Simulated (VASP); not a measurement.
# LiF (Fm-3m) in VASP: G0W0 quasiparticle levels with PBE

Aim: the G0W0 quasiparticle levels of LiF with PBE.

Everything below comes from runs of VASP 6.6.1. Logs are shortened: lines on timing, memory, paths and dates and some standing lists are left out, and cuts for length are marked.

### 1 The cell of the first run

The structure is cubic, space group Fm-3m (No. 225). Conventional cell: a = 3.990 Å, b = 3.990 Å, c = 3.990 Å, α = 90.00°, β = 90.00°, γ = 90.00°. Within 2.6 Å of Li (site symmetry m-3m) lie 6 F at 1.99 Å. Within 2.6 Å of F (site symmetry m-3m) lie 6 Li at 1.99 Å.

### 2 G0W0 quasiparticle levels, PBE

POSCAR

```
LiF
1.0
    0.0000000000      1.9948717406      1.9948717406
    1.9948717406      0.0000000000      1.9948717406
    1.9948717406      1.9948717406      0.0000000000
Li F
1 1
Direct
    0.0000000000      0.0000000000      0.0000000000
    0.5000000000      0.5000000000      0.5000000000
```

INCAR.step1

```
PREC = Accurate ; ENCUT = 500
EDIFF = 1E-8 ; ISMEAR = 0
SIGMA = 0.01 ; LREAL = F
LASPH = T ; NELM = 80
ALGO = Normal ; LWAVE = T
LCHARG = F ; GGA = PE
```

INCAR.step2

```
PREC = Accurate ; ENCUT = 500
EDIFF = 1E-8 ; ISMEAR = 0
SIGMA = 0.01 ; LREAL = F
LASPH = T ; NELM = 1
ALGO = Exact ; LWAVE = T
LCHARG = F ; GGA = PE
NBANDS = 44 ; LOPTICS = T
ISTART = 1
```

INCAR.step3

```
PREC = Accurate ; ENCUT = 500
EDIFF = 1E-8 ; ISMEAR = 0
SIGMA = 0.01 ; LREAL = F
LASPH = T ; ALGO = EVGW0
LWAVE = F ; LCHARG = F
GGA = PE ; NELMGW = 1
NBANDS = 44 ; ENCUTGW = 60.0
NOMEGA = 96 ; PRECFOCK = Fast
ISTART = 1 ; NBANDSGW = 12
OMEGAMAX = 30
```

KPOINTS

```
Automatic mesh
0
Gamma
  4 4 4
```

Potentials or basis: VASP PAW PBE potentials, release 64 (Li_GW, F_GW).

Started as:

```sh
$ cat potpaw_PBE.64/Li_GW/POTCAR potpaw_PBE.64/F_GW/POTCAR > POTCAR
$ cp INCAR.step1 INCAR
$ mpirun -np 1 vasp_std > vasp.out
$ cp INCAR.step2 INCAR
$ mpirun -np 1 vasp_std > vasp.out
$ cp INCAR.step3 INCAR
$ mpirun -np 1 vasp_std > vasp.out
```

OUTCAR:

```text
PREC = Accurate
   ENCUT = 500
   EDIFF = 1E-8
   ISMEAR = 0
   LREAL = F
   LASPH = T
   GGA = PE
   NELMGW = 1
   ENCUTGW = 60.0
   PRECFOCK = Fast
   ISTART = 1

 ion  position               nearest neighbor table
   1  0.000  0.000  0.000-   2 1.99   2 1.99   2 1.99   2 1.99   2 1.99   2 1.99
   2  0.500  0.500  0.500-   1 1.99   1 1.99   1 1.99   1 1.99   1 1.99   1 1.99

  LATTYP: Found a face centered cubic cell.
 ALAT       =     3.9897434812

  Lattice vectors:

 A1 = (   0.0000000000,   1.9948717406,   1.9948717406)
 A2 = (   1.9948717406,   0.0000000000,   1.9948717406)
 A3 = (   1.9948717406,   1.9948717406,   0.0000000000)

Analysis of symmetry for initial positions (statically):
=====================================================================
 Subroutine PRICEL returns:
 Original cell was already a primitive cell.

 Routine SETGRP: Setting up the symmetry group for a
 face centered cubic supercell.

 Subroutine GETGRP returns: Found 48 space group operations
 (whereof 48 operations were pure point group operations)
 out of a pool of 48 trial point group operations.

The static configuration has the point symmetry O_h .

Analysis of symmetry for dynamics (positions and initial velocities):
=====================================================================
 Subroutine PRICEL returns:
 Original cell was already a primitive cell.

 Routine SETGRP: Setting up the symmetry group for a
 face centered cubic supercell.

 Subroutine GETGRP returns: Found 48 space group operations
 (whereof 48 operations were pure point group operations)
 out of a pool of 48 trial point group operations.

The dynamic configuration has the point symmetry O_h .

 Subroutine INISYM returns: Found 48 space group operations
 (whereof 48 operations are pure point group operations),
 and found     1 'primitive' translations

----------------------------------------------------------------------------------------

                                     Primitive cell

  volume of cell :      15.8772

  direct lattice vectors                    reciprocal lattice vectors
     0.000000000  1.994871741  1.994871741    -0.250642680  0.250642680  0.250642680
     1.994871741  0.000000000  1.994871741     0.250642680 -0.250642680  0.250642680
     1.994871741  1.994871741  0.000000000     0.250642680  0.250642680 -0.250642680

  length of vectors
     2.821174671  2.821174671  2.821174671     0.434125857  0.434125857  0.434125857

  position of ions in fractional coordinates (direct lattice)
     0.000000000  0.000000000  0.000000000
     0.500000000  0.500000000  0.500000000

  ion indices of the primitive-cell ions
   primitive index   ion index
                 1           1
                 2           2

----------------------------------------------------------------------------------------

 KPOINTS: Automatic mesh

Automatic generation of k-mesh.
 Grid dimensions read from file:
 generate k-points for:    4    4    4

 Generating k-lattice:

  Cartesian coordinates                     Fractional coordinates (reciprocal lattice)
    -0.062660670  0.062660670  0.062660670     0.250000000  0.000000000  0.000000000
     0.062660670 -0.062660670  0.062660670     0.000000000  0.250000000  0.000000000
     0.062660670  0.062660670 -0.062660670     0.000000000  0.000000000  0.250000000

  Length of vectors
     0.108531464  0.108531464  0.108531464

  Shift w.r.t. Gamma in fractional coordinates (k-lattice)
     0.000000000  0.000000000  0.000000000

 Subroutine IBZKPT returns following result:
 ===========================================

 Found      8 irreducible k-points:

 Following reciprocal coordinates:
            Coordinates               Weight
  0.000000  0.000000  0.000000      1.000000
  0.250000  0.000000  0.000000      8.000000
  0.500000  0.000000  0.000000      4.000000
  0.250000  0.250000  0.000000      6.000000
  0.500000  0.250000  0.000000     24.000000
 -0.250000  0.250000  0.000000     12.000000
  0.500000  0.500000  0.000000      3.000000
 -0.250000  0.500000  0.250000      6.000000
   k-points           NKPTS =      8   k-points in BZ     NKDIM =     64   number of bands    NBANDS=     44
   number of dos      NEDOS =    301   number of ions     NIONS =      2
   total plane-waves  NPLWV =  13824
   dimension x,y,z NGX =    24 NGY =   24 NGZ =   24
   dimension x,y,z NGXF=    48 NGYF=   48 NGZF=   48
   ions per type =               1   1
   NGX,Y,Z   is equivalent  to a cutoff of  14.14, 14.14, 14.14 a.u.
   NGXF,Y,Z  is equivalent  to a cutoff of  28.29, 28.29, 28.29 a.u.
 SYSTEM =  unknown system
   PREC   = accura    normal or accurate (medium, high low for compatibility)
   ISTART =      1    job   : 0-new  1-cont  2-samecut
   ICHARG =      0    charge: 1-file 2-atom 10-const
   ISPIN  =      1    spin polarized calculation?
   LNONCOLLINEAR =      F non collinear calculations
   LSORBIT =      F    spin-orbit coupling
   LASPH  =      T    aspherical Exc in radial PAW
   ENCUT  =  500.0 eV  36.75 Ry    6.06 a.u.   5.14  5.14  5.14*2*pi/ulx,y,z
   NELM   =     60;   NELMIN=  2; NELMDL=  0     # of ELM steps
   EDIFF  = 0.1E-07   stopping-criterion for ELM
   LREAL  =      F    real-space projection
   EDIFFG = 0.1E-06   stopping-criterion for IOM
   NSW    =      0    number of steps for IOM
   IBRION =     -1    ionic relax: 0-MD 1-quasi-New 2-CG
   NFREE  =      0    steps in history (QN), initial steepest desc. (CG)
   ISIF   =      0    stress and relaxation
   ISYM   =      3    0-nonsym 1-usesym 2-fastsym
   POTIM  = 0.5000    time-step for ionic-motion
   TEBEG  =    0.0;   TEEND  =   0.0 temperature during run
   PSTRESS=    0.0 pullay stress
   NELECT =       8.0000    total number of electrons
   NUPDOWN=      -1.0000    fix difference up-down
   EMIN   =  10.00;   EMAX   =-10.00  energy-range for DOS
   EFERMI =   0.00;   METHOD = LEGACY
   ISMEAR =     0;   SIGMA  =   0.01  broadening in eV -4-tet -1-fermi 0-gaus
   EFERMI_NEDOS =   21; number of points for ismear=-14 and -15
   IALGO  =     38    algorithm
   IMIX   =      4    mixing-type and parameters
     AMIX     =   0.40;   BMIX     =  1.00
     AMIX_MAG =   1.60;   BMIX_MAG =  1.00
  volume/ion in A,a.u.               =       7.94        53.57
  Fermi-wavevector in a.u.,A,eV,Ry     =   1.302706  2.461758 23.089682  1.697044
  Thomas-Fermi vector in A             =   2.433757
   LORBIT       =      0    0 simple, 1 ext, 2 COOP (PROOUT), +10 PAW based schemes
   GGA     = PE    functional components
   LHFCALC =     T    Hartree Fock is set to
   PRECFOCK=fast      Normal, Fast or Accurate (Low or Medium for compatibility)
   ENCUT4O =  -1.0   cutoff for four orbital integrals eV
   NKREDX  =     1    reduce k-point grid by
   NKREDY  =     1    reduce k-point grid by
   NKREDZ  =     1    reduce k-point grid by
   AEXX    =    1.0000 exact exchange contribution
   HFSCREEN=    0.0000 screening length (either q_TF or 0.3 A-1)
   HFSCREENC=   0.0000 screening length for correlation (either q_TF or 0.3 A-1)
   ENCUTFOCK=  -1.0 apply spherical cutoff to Coloumb kernel
   IVDW    =     0    specifies the selected vdW correction
   LEPSILON=     F    determine dielectric tensor
   LRPA    =     F    only Hartree local field effects (RPA)
   LRPAFORCE           =     F    calculate RPA forces
   ENCUTGW             =  60.0    cutoff for response function in eV
   ENCUTGWSOFT         =  48.0    soft cutoff for Coulomb kernel in GW response function in eV
   ENCUTLF             =  -1.0    cutoff for local field effects
   NELMGW              =     1    number of iterations in solving QP/BSE equation
   NELMHF              =     1    number of iterations in the inner HF iteration
   NKREDLFX            =     1    NKREDLFY  =   1   NKREDLFZ  =   1
 non-spin polarized calculation
 Gauss-broadening in eV      SIGMA  =   0.01
  energy-cutoff  :      500.00
  volume of cell :       15.88
 maximum number of plane-waves:       415
 NGX is ok and might be reduce to    24
  NGX = 12; NGY = 12; NGZ = 12
   NGX = 11   NGY = 11   NGZ = 11
 maximum number of plane-waves:        22
 NGX is ok and might be reduce to    10

 QP shifts <psi_nk| G(iteration)W_0 |psi_nk>: iteration 1
 for sc-GW calculations column KS-energies equals QP-energies in previous step
 and V_xc(KS)=  KS-energies - (<T + V_ion + V_H > + <T+V_H+V_ion>^1  + <V_x>^1)

 k-point   1 :       0.0000    0.0000    0.0000
  band No.  KS-energies  QP-energies   sigma(KS)   V_xc(KS)     V^pw_x(r,r')   Z            occupation Imag(sigma)

      1     -23.1980     -28.4142     -28.9476     -22.2934     -36.5062       0.7839       2.0000       0.9997
      2      -3.0897      -5.9265     -26.3507     -22.9317     -30.7498       0.8297       2.0000       0.0732
      3      -3.0897      -5.9265     -26.3507     -22.9317     -30.7498       0.8297       2.0000       0.0732
      4      -3.0897      -5.9265     -26.3507     -22.9317     -30.7498       0.8297       2.0000       0.0732
      5       6.2190       7.7924      -8.7340     -10.5120      -5.4686       0.8849       0.0000      -0.0475
      6      21.2308      23.7654      -5.5437      -8.4997      -1.5820       0.8575       0.0000      -0.1252
      7      21.2308      23.7654      -5.5437      -8.4997      -1.5820       0.8575       0.0000      -0.1252
      8      21.2308      23.7654      -5.5437      -8.4997      -1.5820       0.8575       0.0000      -0.1252
      9      21.5207      23.3076      -6.4229      -8.4841      -2.6487       0.8669       0.0000      -0.1301
     10      21.5207      23.3076      -6.4229      -8.4841      -2.6487       0.8669       0.0000      -0.1301
     11      21.5207      23.3076      -6.4229      -8.4841      -2.6487       0.8669       0.0000      -0.1301
     12      24.7246      25.6591      -5.6135      -6.7059      -1.0945       0.8555       0.0000      -0.5165

 k-point   2 :       0.2500    0.0000    0.0000
  band No.  KS-energies  QP-energies   sigma(KS)   V_xc(KS)     V^pw_x(r,r')   Z            occupation Imag(sigma)
[... 97 lines left out ...]
      1     -22.4345     -27.4213     -29.9042     -23.2867     -37.3937       0.7536       2.0000       0.8196
      2      -5.2642      -8.4451     -23.4580     -19.5707     -27.6958       0.8183       2.0000       0.0883
      3      -5.2642      -8.4451     -23.4580     -19.5707     -27.6958       0.8183       2.0000       0.0883
      4      -3.9255      -6.9381     -25.3997     -21.7409     -29.7641       0.8234       2.0000       0.0771
      5      12.2004      14.4889      -9.8709     -12.5121      -6.5937       0.8664       0.0000      -0.0600
      6      12.2004      14.4889      -9.8709     -12.5121      -6.5937       0.8664       0.0000      -0.0600
      7      14.6054      16.8084      -6.4996      -9.0144      -2.8610       0.8761       0.0000      -0.0639
      8      16.4975      18.7336      -7.6337     -10.2208      -4.0143       0.8643       0.0000      -0.0701
      9      24.7658      26.7078      -6.1874      -8.4783      -2.0311       0.8477       0.0000      -0.2553
     10      24.7658      26.7078      -6.1874      -8.4783      -2.0311       0.8477       0.0000      -0.2553
     11      31.5192      34.8335      -7.9631     -11.2714      -3.7034       1.0018       0.0000      -1.0089
     12      35.7185      39.3053      -8.6607     -12.3193      -4.0954       0.9804       0.0000      -1.2314
```

Wall time 14 s (1 thread of Intel Xeon 6975P-C (Granite Rapids), shared host); peak memory 0.15 GiB.

Results:

```
Quasiparticle gap                                   : 13.72 eV
Least direct quasiparticle gap                      : 13.72 eV
Band gap of the starting levels on the mesh         : 9.31 eV
Least direct gap of the starting levels on the mesh : 9.31 eV
```

Caveat: the k points lie up to 0.68 Å⁻¹ apart; bands, screening cutoff and mesh are small and nothing is extrapolated, so the quasiparticle values aren't converged.
